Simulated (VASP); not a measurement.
# LiCl (Fm-3m) in VASP: a series of runs, part 2 of 2

VASP 6.6.1.

### Step 4. Single point, PBE (strain +0.040 along x and y, +0.040 along z)

Input file INCAR:

```
SYSTEM = LiCl
PREC = Accurate
ENCUT = 520
EDIFF = 1E-7
ISMEAR = 0
SIGMA = 0.05
LREAL = .False.
LASPH = .True.
NELM = 60
ALGO = Normal
ISIF = 2
LWAVE = .False.
LCHARG = .True.
GGA = PE
LELF = .True.
LVHAR = .True.
NBANDS = 12
```

Input file KPOINTS:

```
regular mesh
0
Gamma
  8 8 8
  0 0 0
```

Input file POSCAR:

```
LiCl
1.0
    0.0000000000      2.6673504000      2.6673504000
    2.6673504000      0.0000000000      2.6673504000
    2.6673504000      2.6673504000      0.0000000000
Li Cl
1 1
Direct
    0.0000000000      0.0000000000      0.0000000000
    0.5000000000      0.5000000000      0.5000000000
```

Command:

```bash
> cat potpaw_PBE.64/Li_sv/POTCAR potpaw_PBE.64/Cl/POTCAR > POTCAR
> mpirun -np 1 vasp_std > vasp.out
```

Wall time 16 s (1 thread of Intel Xeon Platinum 8375C at 2.90GHz (Ice Lake), shared host); peak memory 0.14 GiB.

Results (log left out):

```
Free energy            : -7.3511 eV
Band gap on the k mesh : 5.72 eV
```

Levels at points of the mesh, in eV from the valence-band top:
| k point | band 2 | band 3 | band 4 | band 5 | band 6 | band 7 | band 8 | band 9 |
| --- | --- | --- | --- | --- | --- | --- | --- | --- |
| (0.00, 0.00, 0.00) | -13.02 | 0.00 | 0.00 | 0.00 | 5.72 | 11.82 | 11.82 | 11.82 |
| (0.50, 0.00, 0.00) | -12.60 | -2.37 | -0.21 | -0.21 | 6.63 | 9.41 | 9.41 | 11.82 |
| (0.50, 0.50, 0.00) | -12.42 | -2.40 | -0.90 | -0.90 | 7.61 | 8.43 | 11.49 | 13.24 |

Caveat: the cell differs from its parent crystal (strain +0.040 along x and y, +0.040 along z); the cutoff is under 1.25 times the usual one of these potentials, so pressure, stress and relaxed cells hold a basis-set (Pulay) error. A k mesh can miss the band edges.

### Step 5. Single point, PBE (strain +0.080 along x and y, +0.080 along z)

Input file INCAR:

```
ALGO     = Normal         # electronic algorithm
EDIFF    = 1E-6           # SCF threshold, eV
ENCUT    = 520            # plane-wave cutoff, eV
GGA      = PE             # functional
ISIF     = 2              # what is computed and relaxed
ISMEAR   = 0              # smearing method
LASPH    = T              # aspherical terms in the spheres
LCHARG   = F              # write CHGCAR
LREAL    = F              # projectors in reciprocal space
LWAVE    = F              # write WAVECAR
NBANDS   = 12             # bands
NELM     = 100            # most SCF steps
PREC     = Accurate       # precision mode
SIGMA    = 0.05           # smearing width, eV
```

Input file KPOINTS:

```
k-points
0
Gamma
  8 8 8
```

Input file POSCAR:

```
LiCl
1.0
    0.0000000000      2.7699408000      2.7699408000
    2.7699408000      0.0000000000      2.7699408000
    2.7699408000      2.7699408000      0.0000000000
Li Cl
1 1
Direct
    0.0000000000      0.0000000000      0.0000000000
    0.5000000000      0.5000000000      0.5000000000
```

Potentials or basis: VASP PAW PBE potentials, release 64 (Li_sv, Cl).

Command:

```bash
> cat potpaw_PBE.64/Li_sv/POTCAR potpaw_PBE.64/Cl/POTCAR > POTCAR
> mpirun -np 1 vasp_std > vasp.out
```

OUTCAR:

```text
EDIFF = 1E-6
   ENCUT = 520
   GGA = PE
   ISIF = 2
   ISMEAR = 0
   LASPH = T
   LREAL = F
   NELM = 100
   PREC = Accurate

 ion  position               nearest neighbor table
   1  0.000  0.000  0.000-
   2  0.500  0.500  0.500-

  LATTYP: Found a face centered cubic cell.
 ALAT       =     5.5398816000

  Lattice vectors:

 A1 = (   0.0000000000,   2.7699408000,   2.7699408000)
 A2 = (   2.7699408000,   0.0000000000,   2.7699408000)
 A3 = (   2.7699408000,   2.7699408000,   0.0000000000)

Analysis of symmetry for initial positions (statically):
=====================================================================
 Subroutine PRICEL returns:
 Original cell was already a primitive cell.

 Routine SETGRP: Setting up the symmetry group for a
 face centered cubic supercell.

 Subroutine GETGRP returns: Found 48 space group operations
 (whereof 48 operations were pure point group operations)
 out of a pool of 48 trial point group operations.

The static configuration has the point symmetry O_h .

Analysis of symmetry for dynamics (positions and initial velocities):
=====================================================================
 Subroutine PRICEL returns:
 Original cell was already a primitive cell.

 Routine SETGRP: Setting up the symmetry group for a
 face centered cubic supercell.

 Subroutine GETGRP returns: Found 48 space group operations
 (whereof 48 operations were pure point group operations)
 out of a pool of 48 trial point group operations.

The dynamic configuration has the point symmetry O_h .

 Subroutine INISYM returns: Found 48 space group operations
 (whereof 48 operations are pure point group operations),
 and found     1 'primitive' translations

----------------------------------------------------------------------------------------

                                     Primitive cell

  volume of cell :      42.5051

  direct lattice vectors                    reciprocal lattice vectors
     0.000000000  2.769940800  2.769940800    -0.180509273  0.180509273  0.180509273
     2.769940800  0.000000000  2.769940800     0.180509273 -0.180509273  0.180509273
     2.769940800  2.769940800  0.000000000     0.180509273  0.180509273 -0.180509273

  length of vectors
     3.917287846  3.917287846  3.917287846     0.312651232  0.312651232  0.312651232

  position of ions in fractional coordinates (direct lattice)
     0.000000000  0.000000000  0.000000000
     0.500000000  0.500000000  0.500000000

  ion indices of the primitive-cell ions
   primitive index   ion index
                 1           1
                 2           2

----------------------------------------------------------------------------------------

 KPOINTS: k-points

Automatic generation of k-mesh.
 Grid dimensions read from file:
 generate k-points for:    8    8    8

 Generating k-lattice:

  Cartesian coordinates                     Fractional coordinates (reciprocal lattice)
    -0.022563659  0.022563659  0.022563659     0.125000000  0.000000000  0.000000000
     0.022563659 -0.022563659  0.022563659     0.000000000  0.125000000  0.000000000
     0.022563659  0.022563659 -0.022563659     0.000000000  0.000000000  0.125000000

  Length of vectors
     0.039081404  0.039081404  0.039081404

  Shift w.r.t. Gamma in fractional coordinates (k-lattice)
     0.000000000  0.000000000  0.000000000

 Subroutine IBZKPT returns following result:
 ===========================================

 Found     29 irreducible k-points:

 Following reciprocal coordinates:
            Coordinates               Weight
  0.000000  0.000000  0.000000      1.000000
  0.125000  0.000000  0.000000      8.000000
  0.250000  0.000000  0.000000      8.000000
  0.375000  0.000000  0.000000      8.000000
  0.500000  0.000000  0.000000      4.000000
  0.125000  0.125000  0.000000      6.000000
[... 16 lines left out ...]
  0.500000  0.250000  0.125000     48.000000
 -0.375000  0.250000  0.125000     24.000000
 [... further k-points ...]
   k-points           NKPTS =     29   k-points in BZ     NKDIM =     29   number of bands    NBANDS=     12
   number of dos      NEDOS =    301   number of ions     NIONS =      2
   total plane-waves  NPLWV =  27000
   dimension x,y,z NGX =    30 NGY =   30 NGZ =   30
   dimension x,y,z NGXF=    60 NGYF=   60 NGZF=   60
   ions per type =               1   1
   NGX,Y,Z   is equivalent  to a cutoff of  12.73, 12.73, 12.73 a.u.
   NGXF,Y,Z  is equivalent  to a cutoff of  25.46, 25.46, 25.46 a.u.
 SYSTEM =  unknown system
   PREC   = accura    normal or accurate (medium, high low for compatibility)
   ISTART =      0    job   : 0-new  1-cont  2-samecut
   ICHARG =      2    charge: 1-file 2-atom 10-const
   ISPIN  =      1    spin polarized calculation?
   LNONCOLLINEAR =      F non collinear calculations
   LSORBIT =      F    spin-orbit coupling
   LASPH  =      T    aspherical Exc in radial PAW
   ENCUT  =  520.0 eV  38.22 Ry    6.18 a.u.   7.28  7.28  7.28*2*pi/ulx,y,z
   NELM   =    100;   NELMIN=  2; NELMDL= -5     # of ELM steps
   EDIFF  = 0.1E-05   stopping-criterion for ELM
   LREAL  =      F    real-space projection
   EDIFFG = 0.1E-04   stopping-criterion for IOM
   NSW    =      0    number of steps for IOM
   IBRION =     -1    ionic relax: 0-MD 1-quasi-New 2-CG
   NFREE  =      0    steps in history (QN), initial steepest desc. (CG)
   ISIF   =      2    stress and relaxation
   ISYM   =      2    0-nonsym 1-usesym 2-fastsym
   POTIM  = 0.5000    time-step for ionic-motion
   TEBEG  =    0.0;   TEEND  =   0.0 temperature during run
   PSTRESS=    0.0 pullay stress
   NELECT =      10.0000    total number of electrons
   NUPDOWN=      -1.0000    fix difference up-down
   EMIN   =  10.00;   EMAX   =-10.00  energy-range for DOS
   EFERMI =   0.00;   METHOD = LEGACY
   ISMEAR =     0;   SIGMA  =   0.05  broadening in eV -4-tet -1-fermi 0-gaus
   EFERMI_NEDOS =   21; number of points for ismear=-14 and -15
   IALGO  =     38    algorithm
   IMIX   =      4    mixing-type and parameters
     AMIX     =   0.40;   BMIX     =  1.00
     AMIX_MAG =   1.60;   BMIX_MAG =  1.00
  volume/ion in A,a.u.               =      21.25       143.42
  Fermi-wavevector in a.u.,A,eV,Ry     =   1.010635  1.909823 13.896761  1.021383
  Thomas-Fermi vector in A             =   2.143636
   LORBIT       =      0    0 simple, 1 ext, 2 COOP (PROOUT), +10 PAW based schemes
   GGA     = PE    functional components
   LHFCALC =     F    Hartree Fock is set to
   AEXX    =    0.0000 exact exchange contribution
   IVDW    =     0    specifies the selected vdW correction
   LEPSILON=     F    determine dielectric tensor
   LRPA    =     F    only Hartree local field effects (RPA)
 non-spin polarized calculation
 Gauss-broadening in eV      SIGMA  =   0.05
  energy-cutoff  :      520.00
  volume of cell :       42.51
 maximum number of plane-waves:      1162
 NGX is ok and might be reduce to    30
   NGX = 15   NGY = 15   NGZ = 15

 number of electron      10.0000011 magnetization

 Free energy of the ion-electron system (eV)
  ---------------------------------------------------
  ext. energy  EPLUGINS =         0.00000000
  ---------------------------------------------------
  free energy    TOTEN  =        -7.24854494 eV

  energy without entropy =       -7.24854494  energy(sigma->0) =       -7.24854494

 E-fermi :  -0.5446     XC(G=0):  -7.7738

 val. band max:       -0.9129362098   @ k =   0.0000   0.0000   0.0000
 cond. band min:       4.3089077080   @ k =   0.0000   0.0000   0.0000
 fundamental gap:      5.2218439178
 Fermi energy:        -0.5446191191

 k-point     1 :       0.0000    0.0000    0.0000
  band No.  band energies     occupation
      1     -44.9619      2.00000
      2     -13.6454      2.00000
      3      -0.9129      2.00000
      4      -0.9129      2.00000
      5      -0.9129      2.00000
      6       4.3089      0.00000
      7      10.7493      0.00000
      8      10.7493      0.00000
      9      10.7493      0.00000
     10      12.2159      0.00000
     11      12.2159      0.00000
     12      12.2160      0.00000
[... 331 lines left out ...]
 k-point    24 :      -0.3750    0.2500    0.1250
  band No.  band energies     occupation
      1     -44.9610      2.00000
      2     -13.2662      2.00000
      3      -2.6926      2.00000
      4      -1.7808      2.00000
      5      -1.2976      2.00000
      6       6.7649      0.00000
      7       7.9393      0.00000
      8       9.0518      0.00000
      9       9.3588      0.00000
     10      13.5027      0.00000
     11      13.8026      0.00000
     12      15.9125      0.00000

 [... further k-points ...]

------------------------ aborting loop because EDIFF is reached ----------------------------------------

  FORCE on cell =-STRESS in cart. coord.  units (eV):
  Direction    XX          YY          ZZ          XY          YZ          ZX
  --------------------------------------------------------------------------------------
  -------------------------------------------------------------------------------------
  Total       -1.1686739     -1.1686739     -1.1686739     -0.0000000     -0.0000000      0.0000000
  in kB      -44.0516795    -44.0516795    -44.0516795     -0.0000000     -0.0000000      0.0000000
  external PRESSURE =     -44.0516795 kB  Pullay stress =       0.0000000 kB

 VOLUME and BASIS-vectors are now :
 -----------------------------------------------------------------------------
  energy-cutoff  :      520.00
  volume of cell :       42.51
      direct lattice vectors                 reciprocal lattice vectors
     0.000000000  2.769940800  2.769940800    -0.180509273  0.180509273  0.180509273
     2.769940800  0.000000000  2.769940800     0.180509273 -0.180509273  0.180509273
     2.769940800  2.769940800  0.000000000     0.180509273  0.180509273 -0.180509273

 POSITION                                       TOTAL-FORCE (eV/Angst)
 -----------------------------------------------------------------------------------
      0.00000      0.00000      0.00000        -0.000000      0.000000     -0.000000
      2.76994      2.76994      2.76994         0.000000     -0.000000      0.000000
 -----------------------------------------------------------------------------------
    total drift:                                0.000000     -0.000000      0.000000

  FREE ENERGIE OF THE ION-ELECTRON SYSTEM (eV)
  ---------------------------------------------------
  free  energy   TOTEN  =        -7.2485449379 eV

  energy  without entropy=       -7.2485449379  energy(sigma->0) =       -7.24854494
```

Run time: 17 s. Hardware: 1 thread of Intel Xeon Platinum 8375C at 2.90GHz (Ice Lake), shared host; peak memory 0.16 GiB.

Results:

* Free energy: -7.2485 eV
* Band gap on the k mesh: 5.22 eV

Caveat: the cell differs from its parent crystal (strain +0.080 along x and y, +0.080 along z); the cutoff is under 1.25 times the usual one of these potentials, so pressure, stress and relaxed cells hold a basis-set (Pulay) error.

### Step 6. Summary

| cell | gap on the mesh (eV) |
| --- | --- |
| a = 3.337 Å, angles 60.0°, 2 atoms | 6.98 |
| a = 3.482 Å, angles 60.0°, 2 atoms | 6.88 |
| a = 3.772 Å, angles 60.0°, 2 atoms | 5.72 |
| a = 3.917 Å, angles 60.0°, 2 atoms | 5.22 |

Alike in all rows: task single point; level PBE; potentials or basis VASP PAW PBE potentials, release 64 (Li_sv, Cl); no spin polarisation; k mesh 8 × 8 × 8; cutoff (eV) 520; smearing gaussian 0.05 eV.

Caveats: the cutoff is under 1.25 times the usual one of these potentials, so pressure, stress and relaxed cells hold a basis-set (Pulay) error.

Absolute energies hang on the potentials; compare differences alone.
